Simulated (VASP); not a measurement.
Set up this calculation in VASP 6.6.1, as the native input.

* Task: single point
* Functional: LDA
* Potentials or basis: VASP PAW LDA potentials, release 64 (Si)
* Cutoff: 520 eV
* k mesh: 11 × 11 × 11
* Occupations: fermi-dirac, width 0.08 eV
* Spin: no spin polarisation
* Dipole correction: no
* Further INCAR settings: ALGO = Normal; EDIFF = 1e-06; NBANDS = 11

The structure of Si lies in POSCAR:

```
Si
1.0
   -0.0814641000      2.6747379500      2.6747379500
    2.6747379500     -0.0814641000      2.6747379500
    2.6747379500      2.6747379500     -0.0814641000
Si
2
Direct
    0.5000000000      0.5000000000      0.5000000000
    0.7500000000      0.7500000000      0.7500000000
```

This cell differs from its parent crystal: equal xy, yz and zx shear strains of -3 %.

These files were run (other wordings do the same):

INCAR

```
SYSTEM = Si
ALGO = Normal ; EDIFF = 1E-6
ENCUT = 520 ; GGA = CA
ISIF = 2 ; ISMEAR = -1
LASPH = .TRUE. ; LCHARG = .TRUE.
LELF = .TRUE. ; LREAL = .FALSE.
LVHAR = .TRUE. ; LWAVE = .FALSE.
NBANDS = 11 ; NELM = 100
PREC = Accurate ; SIGMA = 0.08
```

KPOINTS

```
k-points
0
G
  11 11 11
  0 0 0
```

Potentials or basis: VASP PAW LDA potentials, release 64 (Si).

The run is started by

```console
$ cat potpaw_LDA.64/Si/POTCAR > POTCAR
$ mpirun -np 1 vasp_std > vasp.out
```

Results of the run:

- Pressure: -1.1 GPa
- Largest force: 0.567 eV/Å
- Band gap on the k mesh: 0.37 eV, indirect (least direct gap 2.25 eV)

Caveat: the cell differs from its parent crystal (equal xy, yz and zx shear strains of -3 %).

It took 45 s on 1 thread of AMD EPYC 7R43 64-Core Processor (Zen 3), on a shared host, peak memory 0.13 GiB.
